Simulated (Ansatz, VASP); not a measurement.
# One calculation of Sr2TeS, two programs

```
CELL_PARAMETERS angstrom
4.45088 0.00000 0.00000
0.00000 4.45088 0.00000
0.00000 0.00000 6.29786
ATOMIC_POSITIONS crystal
S 0.00000 0.00000 0.00000
Sr 0.00000 0.00000 0.50000
Sr 0.50000 0.50000 0.00000
Te 0.50000 0.50000 0.50000
```

Alike in both runs: task single point; functional PBE; k mesh 6 × 6 × 4; no spin polarisation.

|  | VASP | Ansatz |
| --- | --- | --- |
| version | VASP 6.6.1 | Ansatz 0.2.0 |
| potentials or method | VASP PAW PBE potentials, release 64 (S, Sr_sv, Te) | plane waves, PAW |
| plane-wave cutoff (eV) | 520 | 420 |
| occupations | gaussian, width 0.01 eV | fixed |
| valence electrons in the cell | 32 | 42 |

|  | VASP | Ansatz | Ansatz less VASP |
| --- | --- | --- | --- |
| gap on the k mesh at the Fermi level (eV) | 1.79 | 1.82 | +0.030 |
| pressure (GPa) | 2.8 | 2.7 | -0.14 |

VASP's potentials hold 32 valence electrons a cell and Ansatz's 42, so a difference there can come from the potentials and not from the codes.

Spin-orbit coupling is off throughout.
